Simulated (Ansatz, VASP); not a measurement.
K4Cl: VASP beside Ansatz

```
K Cl
1.0
     6.75138    0.00000    0.00000
     0.00000    6.75138    0.00000
     0.00000    0.00000    6.75138
K Cl
4 1
Direct
  0.25000 0.25000 0.25000
  0.75000 0.75000 0.25000
  0.75000 0.25000 0.75000
  0.25000 0.75000 0.75000
  0.00000 0.00000 0.00000
```

Change from the starting cell: ordered vacancies on the anion sites of cuprite (P-43m, No. 215).

Alike in both runs: task single point; functional PBE; k mesh 4 × 4 × 4; occupations gaussian, width 0.1 eV; no spin polarisation.

|  | VASP | Ansatz |
| --- | --- | --- |
| version | VASP 6.6.1 | Ansatz 0.2.0 |
| potentials or method | VASP PAW PBE potentials, release 64 (K_sv, Cl), cutoff 520 eV | scalar-relativistic, plane waves, PAW |
| valence electrons in the cell | 43 | 43 |

|  | VASP | Ansatz | Ansatz less VASP |
| --- | --- | --- | --- |
| gap on the k mesh at the Fermi level (eV) | none | none | - |
| pressure (GPa) | 0.5 | 0.5 | 0.00 |

A gap of «none» marks a metal or a gap that the smearing closes.
